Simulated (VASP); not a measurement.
A run of VASP 6.6.1 is set up as follows.

INCAR

```
ALGO = Normal ; EDIFF = 1E-6
ENCUT = 520 ; GGA = PE
ISIF = 2 ; ISMEAR = 0
LASPH = T ; LCHARG = F
LREAL = F ; LWAVE = F
NBANDS = 31 ; NELM = 60
PREC = Accurate ; SIGMA = 0.1
```

The input KPOINTS:

```
k-points
0
Gamma
  4 2 4
```

Contents of POSCAR:

```
Al3InAs4
1.0
    4.1419765279      0.0000000000      0.0000000000
    0.0000000000      8.2899382677      0.0000000000
    0.0000000000      0.0000000000      5.7804859315
Al In As
3 1 4
Direct
    0.0000000000      0.7423609213      0.0000975494
    0.0000000000      0.2576390787      0.0000975494
    0.5000000000      0.5000000000      0.5014500238
    0.5000000000      0.0000000000      0.4996070327
    0.5000000000      0.7369639740      0.7612188695
    0.0000000000      0.0000000000      0.2180148921
    0.5000000000      0.2630360260      0.7612188695
    0.0000000000      0.5000000000      0.2582952136
```

Potentials or basis: VASP PAW PBE potentials, release 64 (Al, In_d, As).

The run is started by

```console
$ cat potpaw_PBE.64/Al/POTCAR potpaw_PBE.64/In_d/POTCAR potpaw_PBE.64/As/POTCAR > POTCAR
$ mpirun -np 1 vasp_std > vasp.out
```

Problem. Estimate the band gap on the k mesh.

Solution. 1.06 eV.

Problem. What does it give for the largest force?

Solution. 0.010 eV/Å.

Problem. Estimate the pressure.

Solution. 0.2 GPa.

Forces on the atoms (eV/Å):
```
Al   0.000 -0.001  0.002
Al   0.000  0.001  0.002
Al   0.000  0.000  0.010
In   0.000  0.000 -0.007
As   0.000 -0.010 -0.001
As   0.000  0.000  0.001
As   0.000  0.010 -0.001
As   0.000  0.000 -0.007
```

Caveat: spin-orbit coupling is left out, which moves the levels of the heavy elements. A k mesh can miss the band edges.
